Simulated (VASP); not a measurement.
CuI (Marshite):

```
Cu I
1.0
     0.00000    3.03150    3.03150
     3.03150    0.00000    3.03150
     3.03150    3.03150    0.00000
Cu I
1 1
Direct
  0.25000 0.25000 0.25000
  0.00000 0.00000 0.00000
```

Program: VASP 6.6.1. Alike in all runs: task single point; potentials or basis VASP PAW PBE potentials, release 64 (Cu, I); no spin polarisation; cell as given; k mesh 6 × 6 × 6; cutoff (eV) 520; smearing methfessel-paxton 0.1 eV.

Problem. Order these runs on this cell by their pressure, lowest first.
A. level r2SCAN
B. level PBEsol
C. level BLYP

Solution. B (-2.5 GPa), A (-0.9 GPa), C (3.8 GPa).

Caveats: the PAW data sets were made with another functional, which shifts forces and pressure a little.
